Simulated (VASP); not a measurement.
# TlI3 in VASP: further runs

The runs below take TlI3 through single point, with PBE.

Program: VASP 6.6.1. These are calculated values, not measurements. Logs are shortened: lines on timing, memory, paths and dates and some standing lists are left out, and cuts for length are marked.

### 1 The cell of the first run

The cell holds a molecule in a box, 4 atoms: a = 13.100 Å, b = 13.740 Å, c = 9.000 Å, α = 90.00°, β = 90.00°, γ = 90.00°.

### 2 Single point, PBE

INCAR reads:

```
PREC = Accurate
ENCUT = 520
EDIFF = 1E-6
ISMEAR = 0
SIGMA = 0.01
LREAL = False
LASPH = True
NELM = 60
ALGO = Normal
ISIF = 2
LWAVE = False
LCHARG = False
GGA = PE
NBANDS = 25
```

KPOINTS reads:

```
Automatic mesh
0
Gamma
  1 1 1
```

POSCAR reads:

```
TlI3
1.0
   13.1000000000      0.0000000000      0.0000000000
    0.0000000000     13.7400000000      0.0000000000
    0.0000000000      0.0000000000      9.0000000000
Tl I
1 3
Direct
    0.4479351100      0.4999512400      0.5000000000
    0.6567778600      0.4999534200      0.5001588900
    0.3435114500      0.6723886500      0.5001588900
    0.3435152700      0.3275109200      0.5001588900
```

Potentials or basis: VASP PAW PBE potentials, release 64 (Tl_d, I).

On the command line:

```bash
$ cat potpaw_PBE.64/Tl_d/POTCAR potpaw_PBE.64/I/POTCAR > POTCAR
$ mpirun -np 1 vasp_gam > vasp.out
```

OUTCAR:

```text
PREC = Accurate
   ENCUT = 520
   EDIFF = 1E-6
   ISMEAR = 0
   LREAL = False
   LASPH = True
   NELM = 60
   ISIF = 2
   GGA = PE

 ion  position               nearest neighbor table
   1  0.448  0.500  0.500-   2 2.74   3 2.74   4 2.74
   2  0.657  0.500  0.500-   1 2.74
   3  0.344  0.672  0.500-   1 2.74
   4  0.344  0.328  0.500-   1 2.74

  LATTYP: Found a simple orthorhombic cell.
 ALAT       =     9.0000000000
 B/A-ratio  =     1.4555555556
 C/A-ratio  =     1.5266666667

  Lattice vectors:

 A1 = (   0.0000000000,   0.0000000000,   9.0000000000)
 A2 = (  13.1000000000,   0.0000000000,   0.0000000000)
 A3 = (   0.0000000000,  13.7400000000,   0.0000000000)

Analysis of symmetry for initial positions (statically):
=====================================================================
 Subroutine PRICEL returns:
 Original cell was already a primitive cell.

 Routine SETGRP: Setting up the symmetry group for a
 simple orthorhombic supercell.

 Subroutine GETGRP returns: Found  2 space group operations
 (whereof  1 operations were pure point group operations)
 out of a pool of  8 trial point group operations.

The static configuration has the point symmetry C_1 .
 The point group associated with its full space group is C_1h.

Analysis of symmetry for dynamics (positions and initial velocities):
=====================================================================
 Subroutine PRICEL returns:
 Original cell was already a primitive cell.

 Routine SETGRP: Setting up the symmetry group for a
 simple orthorhombic supercell.

 Subroutine GETGRP returns: Found  2 space group operations
 (whereof  1 operations were pure point group operations)
 out of a pool of  8 trial point group operations.

The dynamic configuration has the point symmetry C_1 .
 The point group associated with its full space group is C_1h.

 Subroutine INISYM returns: Found  2 space group operations
 (whereof  1 operations are pure point group operations),
 and found     1 'primitive' translations

----------------------------------------------------------------------------------------

                                     Primitive cell

  volume of cell :    1619.9460

  direct lattice vectors                    reciprocal lattice vectors
    13.100000000  0.000000000  0.000000000     0.076335878  0.000000000  0.000000000
     0.000000000 13.740000000  0.000000000     0.000000000  0.072780204  0.000000000
     0.000000000  0.000000000  9.000000000     0.000000000  0.000000000  0.111111111

  length of vectors
    13.100000000 13.740000000  9.000000000     0.076335878  0.072780204  0.111111111

  position of ions in fractional coordinates (direct lattice)
     0.447935110  0.499951240  0.500000000
     0.656777860  0.499953420  0.500158890
     0.343511450  0.672388650  0.500158890
     0.343515270  0.327510920  0.500158890

  ion indices of the primitive-cell ions
   primitive index   ion index
                 1           1
                 2           2
                 3           3
                 4           4

----------------------------------------------------------------------------------------

 KPOINTS: Automatic mesh

Automatic generation of k-mesh.
 Grid dimensions read from file:
 generate k-points for:    1    1    1

 Generating k-lattice:

  Cartesian coordinates                     Fractional coordinates (reciprocal lattice)
     0.076335878  0.000000000  0.000000000     1.000000000  0.000000000  0.000000000
     0.000000000  0.072780204  0.000000000     0.000000000  1.000000000  0.000000000
     0.000000000  0.000000000  0.111111111     0.000000000  0.000000000  1.000000000

  Length of vectors
     0.076335878  0.072780204  0.111111111

  Shift w.r.t. Gamma in fractional coordinates (k-lattice)
     0.000000000  0.000000000  0.000000000

 Subroutine IBZKPT returns following result:
 ===========================================

 Found      1 irreducible k-points:

 Following reciprocal coordinates:
            Coordinates               Weight
  0.000000  0.000000  0.000000      1.000000
   k-points           NKPTS =      1   k-points in BZ     NKDIM =      1   number of bands    NBANDS=     25
   number of dos      NEDOS =    301   number of ions     NIONS =      4
   total plane-waves  NPLWV = 740880
   dimension x,y,z NGX =    98 NGY =  108 NGZ =   70
   dimension x,y,z NGXF=   196 NGYF=  216 NGZF=  140
   ions per type =               1   3
   NGX,Y,Z   is equivalent  to a cutoff of  12.44, 13.07, 12.93 a.u.
   NGXF,Y,Z  is equivalent  to a cutoff of  24.87, 26.13, 25.86 a.u.
 SYSTEM =  unknown system
   PREC   = accura    normal or accurate (medium, high low for compatibility)
   ISTART =      0    job   : 0-new  1-cont  2-samecut
   ICHARG =      2    charge: 1-file 2-atom 10-const
   ISPIN  =      1    spin polarized calculation?
   LNONCOLLINEAR =      F non collinear calculations
   LSORBIT =      F    spin-orbit coupling
   LASPH  =      T    aspherical Exc in radial PAW
   ENCUT  =  520.0 eV  38.22 Ry    6.18 a.u.  24.36 25.55 16.73*2*pi/ulx,y,z
   NELM   =     60;   NELMIN=  2; NELMDL= -5     # of ELM steps
   EDIFF  = 0.1E-05   stopping-criterion for ELM
   LREAL  =      F    real-space projection
[... 7 lines left out ...]
   TEBEG  =    0.0;   TEEND  =   0.0 temperature during run
   PSTRESS=    0.0 pullay stress
   NELECT =      34.0000    total number of electrons
   NUPDOWN=      -1.0000    fix difference up-down
   EMIN   =  10.00;   EMAX   =-10.00  energy-range for DOS
   EFERMI =   0.00;   METHOD = LEGACY
   ISMEAR =     0;   SIGMA  =   0.01  broadening in eV -4-tet -1-fermi 0-gaus
   EFERMI_NEDOS =   21; number of points for ismear=-14 and -15
   IALGO  =     38    algorithm
   IMIX   =      4    mixing-type and parameters
     AMIX     =   0.40;   BMIX     =  1.00
     AMIX_MAG =   1.60;   BMIX_MAG =  1.00
  volume/ion in A,a.u.               =     404.99      2732.98
  Fermi-wavevector in a.u.,A,eV,Ry     =   0.451580  0.853362  2.774556  0.203924
  Thomas-Fermi vector in A             =   1.432917
   LORBIT       =      0    0 simple, 1 ext, 2 COOP (PROOUT), +10 PAW based schemes
   GGA     = PE    functional components
   LHFCALC =     F    Hartree Fock is set to
   AEXX    =    0.0000 exact exchange contribution
   IVDW    =     0    specifies the selected vdW correction
   LEPSILON=     F    determine dielectric tensor
   LRPA    =     F    only Hartree local field effects (RPA)
 non-spin polarized calculation
 Gauss-broadening in eV      SIGMA  =   0.01
  energy-cutoff  :      520.00
  volume of cell :     1619.95
 maximum number of plane-waves:     21850
 NGX is ok and might be reduce to    98
   NGX = 49   NGY = 51   NGZ = 33

 number of electron      33.9999999 magnetization

 Free energy of the ion-electron system (eV)
  ---------------------------------------------------
  ext. energy  EPLUGINS =         0.00000000
  ---------------------------------------------------
  free energy    TOTEN  =        -7.45794831 eV

  energy without entropy =       -7.45794831  energy(sigma->0) =       -7.45794831

 E-fermi :  -5.8245     XC(G=0):  -1.5303

 val. band max:       -5.9120593919   @ k =   0.0000   0.0000   0.0000
 cond. band min:      -3.8465827615   @ k =   0.0000   0.0000   0.0000
 fundamental gap:      2.0654766304
 Fermi energy:        -5.8245372761

 k-point     1 :       0.0000    0.0000    0.0000
  band No.  band energies     occupation
      1     -17.2610      2.00000
      2     -17.1800      2.00000
      3     -17.1787      2.00000
      4     -16.3387      2.00000
      5     -16.3386      2.00000
      6     -16.0103      2.00000
[... 17 lines left out ...]
     24       0.9930      0.00000
     25       1.0203      0.00000

------------------------ aborting loop because EDIFF is reached ----------------------------------------

  FORCE on cell =-STRESS in cart. coord.  units (eV):
  Direction    XX          YY          ZZ          XY          YZ          ZX
  --------------------------------------------------------------------------------------
  -------------------------------------------------------------------------------------
  Total       -0.0055386      0.0066193      0.0579711      0.0000000      0.0000000     -0.0000034
  in kB       -0.0054778      0.0065467      0.0573352      0.0000000      0.0000000     -0.0000033
  external PRESSURE =       0.0194680 kB  Pullay stress =       0.0000000 kB

 VOLUME and BASIS-vectors are now :
 -----------------------------------------------------------------------------
  energy-cutoff  :      520.00
  volume of cell :     1619.95
      direct lattice vectors                 reciprocal lattice vectors
    13.100000000  0.000000000  0.000000000     0.076335878  0.000000000  0.000000000
     0.000000000 13.740000000  0.000000000     0.000000000  0.072780204  0.000000000
     0.000000000  0.000000000  9.000000000     0.000000000  0.000000000  0.111111111

 POSITION                                       TOTAL-FORCE (eV/Angst)
 -----------------------------------------------------------------------------------
      5.86795      6.86933      4.50000         0.005449      0.000000      0.001559
      8.60379      6.86936      4.50143         0.000760      0.000000     -0.000519
      4.50000      9.23862      4.50143        -0.003105      0.003448     -0.000520
      4.50005      4.50000      4.50143        -0.003105     -0.003448     -0.000520
 -----------------------------------------------------------------------------------
    total drift:                               -0.000179      0.004848      0.000022

  FREE ENERGIE OF THE ION-ELECTRON SYSTEM (eV)
  ---------------------------------------------------
  free  energy   TOTEN  =        -7.4579483116 eV

  energy  without entropy=       -7.4579483116  energy(sigma->0) =       -7.45794831
```

It took 3.2 min on 1 thread of AMD EPYC 7R13, shared host; peak memory 1.1 GiB.

Results:

| Property | Result |
| --- | --- |
| Free energy | -7.4579 eV |
| Largest force | 0.006 eV/Å |
| Gap between the frontier levels | 2.07 eV |

Forces on the atoms (eV/Å):
```
Tl   0.005  0.000  0.002
I    0.001  0.000 -0.001
I   -0.003  0.003 -0.001
I   -0.003 -0.003 -0.001
```

Caveat: spin-orbit coupling is left out, which moves the levels of the heavy elements.

### 3 Single point, PBE, non-collinear spin, zero start, spin-orbit coupling

INCAR reads:

```
SYSTEM = TlI3
PREC = Accurate
ENCUT = 520
EDIFF = 1E-6
ISMEAR = 0
SIGMA = 0.01
LREAL = .FALSE.
LASPH = .TRUE.
NELM = 150
ALGO = Normal
ISIF = 2
LWAVE = .FALSE.
LCHARG = .FALSE.
LNONCOLLINEAR = .TRUE.
MAGMOM = 0 0 0 0 0 0 0 0 0 0 0 0
LORBIT = 11
LSORBIT = .TRUE.
GGA_COMPAT = .FALSE.
LORBMOM = .TRUE.
GGA = PE
NBANDS = 48
```

KPOINTS reads:

```
regular mesh
0
G
  1 1 1
  0 0 0
```

POSCAR is that of step 2.

Potentials or basis: VASP PAW PBE potentials, release 64 (Tl_d, I).

On the command line:

```bash
$ cat potpaw_PBE.64/Tl_d/POTCAR potpaw_PBE.64/I/POTCAR > POTCAR
$ mpirun -np 1 vasp_ncl > vasp.out
```

OUTCAR:

```text
SYSTEM = TlI3
   PREC = Accurate
   ENCUT = 520
   EDIFF = 1E-6
   ISMEAR = 0
   LREAL = .FALSE.
   LASPH = .TRUE.
   NELM = 150
   ISIF = 2
   LNONCOLLINEAR = .TRUE.
   LORBIT = 11
   LSORBIT = .TRUE.
   GGA = PE

 ion  position               nearest neighbor table
   1  0.448  0.500  0.500-   2 2.74   3 2.74   4 2.74
   2  0.657  0.500  0.500-   1 2.74
   3  0.344  0.672  0.500-   1 2.74
   4  0.344  0.328  0.500-   1 2.74

  LATTYP: Found a simple orthorhombic cell.
 ALAT       =     9.0000000000
 B/A-ratio  =     1.4555555556
 C/A-ratio  =     1.5266666667

  Lattice vectors:

[... 381 lines left out ...]
     0.0000000     0.0000000     0.0000000     0.0000000     0.0000000     0.0000000     0.0000000
     0.0000000     0.0000000     0.0000000     0.0000000     0.0000000     0.0000000     0.0000000
     0.0000000     0.0000000     0.0000000     0.0000000     0.0000000     0.0000000     0.0000000
     0.0000000     0.0000000     0.0000000     0.0000000     0.0000000     0.0000000     0.0000000
     0.0000000     0.0000000     0.0000000     0.0000000     0.0000000     0.0000000     0.0000000

 total charge

# of ion       s       p       d       tot
------------------------------------------
    1        1.009   0.502   9.694  11.205
    2        1.517   2.734   0.010   4.261
    3        1.517   2.734   0.010   4.262
    4        1.517   2.734   0.010   4.262
--------------------------------------------------
tot          5.559   8.705   9.726  23.989

 magnetization (x)

# of ion       s       p       d       tot
------------------------------------------
    1        0.000   0.000   0.000   0.000
    2        0.000   0.000   0.000   0.000
    3       -0.000  -0.000  -0.000  -0.000
    4        0.000   0.000   0.000   0.000
--------------------------------------------------
tot          0.000   0.000   0.000   0.000

 magnetization (y)

# of ion       s       p       d       tot
------------------------------------------
    1       -0.000   0.000  -0.000  -0.000
    2        0.000   0.000  -0.000   0.000
    3        0.000   0.000  -0.000   0.000
    4        0.000   0.000  -0.000   0.000
--------------------------------------------------
tot          0.000   0.000  -0.000   0.000

 magnetization (z)

# of ion       s       p       d       tot
------------------------------------------
    1        0.000   0.000   0.000   0.000
    2        0.000   0.000   0.000   0.000
    3        0.000  -0.000  -0.000  -0.000
    4       -0.000   0.000   0.000   0.000
--------------------------------------------------
tot          0.000   0.000   0.000   0.000
```

OSZICAR:

```text
N       E                     dE             d eps       ncg     rms          rms(c)
DAV:   1     0.330631706962E+03    0.33063E+03   -0.77029E+03    96   0.849E+02
DAV:   2     0.589725676097E+02   -0.27166E+03   -0.26297E+03   152   0.171E+02
[... 16 lines left out ...]
DAV:  19    -0.824669192612E+01   -0.35101E-04   -0.18899E-06    96   0.451E-03    0.404E-03
DAV:  20    -0.824671597866E+01   -0.24053E-04   -0.94166E-07    72   0.431E-03    0.109E-03
DAV:  21    -0.824673471577E+01   -0.18737E-04   -0.16256E-06    88   0.522E-03    0.230E-03
DAV:  22    -0.824673715983E+01   -0.24441E-05   -0.80108E-08    80   0.128E-03    0.133E-03
DAV:  23    -0.824673915146E+01   -0.19916E-05   -0.95435E-08    72   0.160E-03    0.332E-04
DAV:  24    -0.824673987038E+01   -0.71892E-06   -0.43501E-08    80   0.814E-04
   1 F= -.82467399E+01 E0= -.82467399E+01  d E =-.878054E-26  mag=    -0.0000    -0.0000    -0.0000
```

stdout:

```text
POSCAR found type information on POSCAR TlI
 POSCAR found :  2 types and       4 ions
 scaLAPACK will be used
 LDA part: xc-table for (Slater+PW92), standard interpolation
 POSCAR, INCAR and KPOINTS ok, starting setup
 FFT: planning ... GRIDC
 FFT: planning ... GRID_SOFT
 FFT: planning ... GRID
 WAVECAR not read
 entering main loop
```

Run time: 17 min. Hardware: 1 thread of AMD EPYC 7R13, shared host; peak memory 3.8 GiB.

Results:

- Free energy: -8.2467 eV
- Largest force: 0.051 eV/Å
- Net moment: 0.00 μB per cell
- Valence electrons inside the program's atomic spheres: Tl 11.21; I 4.26

Forces in eV/Å, atoms in the order of the input:
```
Tl   0.005  0.000  0.001
I    0.047  0.000  0.000
I   -0.026  0.043  0.000
I   -0.026 -0.043  0.000
```

Moments on the atoms (μB; x, y, z):
```
Tl  0.00 0.00 0.00
I   0.00 0.00 0.00
I   0.00 0.00 0.00
I   0.00 0.00 0.00
```
